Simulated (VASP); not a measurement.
Sn3Se: single point with LDA

Sn3Se:

```
Sn Se
1.0
     4.64508    0.00000    0.00000
     0.00000    4.64508    0.00000
     0.00000    0.00000    4.64508
Sn Se
3 1
Direct
  0.50000 0.50000 0.00000
  0.50000 0.00000 0.50000
  0.00000 0.50000 0.50000
  0.00000 0.00000 0.00000
```

```json
{"Program": "VASP 6.6.1", "Task": "single point", "Functional": "LDA", "Potentials or basis": "VASP PAW LDA potentials, release 64 (Sn_d, Se)", "Cutoff": "520 eV", "k mesh": "6 × 6 × 6", "Occupations": "fermi-dirac, width 0.05 eV", "Spin": "no spin polarisation", "Dipole correction": "no", "Further INCAR settings": "ALGO = Normal; EDIFF = 1e-06; NBANDS = 32"}
```

| Item | Value |
| --- | --- |
| Pressure | -0.9 GPa |
| Band gap on the k mesh | zero (band 24 reaches 9.90 eV, above the bottom of band 25 at 7.42 eV) |

Levels at points of the mesh, in eV from the Fermi level:
```tsv
k point	band 20	band 21	band 22	band 23	band 24	band 25	band 26	band 27	band 28	band 29
(0.00, 0.00, 0.00)	-4.57	-4.57	-4.57	-0.02	-0.02	-0.02	2.35	2.35	2.35	4.40
(0.50, 0.00, 0.00)	-3.42	-3.42	-1.93	-1.91	-1.91	-0.24	2.10	2.32	2.32	2.42
(0.50, 0.50, 0.00)	-2.68	-2.47	-2.01	-2.01	-0.57	0.03	0.03	0.10	3.37	3.37
(0.50, 0.50, 0.50)	-5.56	-5.56	-5.56	-4.97	2.16	2.16	2.16	6.20	6.20	6.44
```

Wall time 86 s on 1 thread of AMD EPYC 7R13, on a shared host, peak memory 0.17 GiB.

Caveat: spin-orbit coupling is left out, which moves the levels of the heavy elements.
